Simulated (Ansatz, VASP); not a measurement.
One calculation of InBS3, two programs

```
CELL_PARAMETERS angstrom
5.05145 0.00000 0.00000
0.00000 5.05145 0.00000
0.00000 0.00000 5.02330
ATOMIC_POSITIONS crystal
In 0.00000 0.00000 0.00000
B 0.50000 0.50000 0.50000
S 0.00000 0.00000 0.50000
S 0.00000 0.50000 0.00000
S 0.50000 0.00000 0.00000
```

Alike in both runs: functional PBE; k mesh 4 × 4 × 4; occupations gaussian, width 0.1 eV; no spin polarisation.

Ansatz relaxed the structure, and its values are those at the end. VASP's run is a single point on that final structure, the one shown.

|  | VASP | Ansatz |
| --- | --- | --- |
| version | VASP 6.6.1 | Ansatz 0.2.0 |
| potentials or method | VASP PAW PBE potentials, release 64 (In_d, B, S), cutoff 520 eV | scalar-relativistic, plane waves, PAW |
| valence electrons in the cell | 34 | 34 |

```tsv
	VASP	Ansatz	Ansatz less VASP
gap on the k mesh at the Fermi level (eV)	none	none	-
pressure (GPa)	-0.1	0.0	+0.08
```

A gap of «none» marks a metal or a gap that the smearing closes.
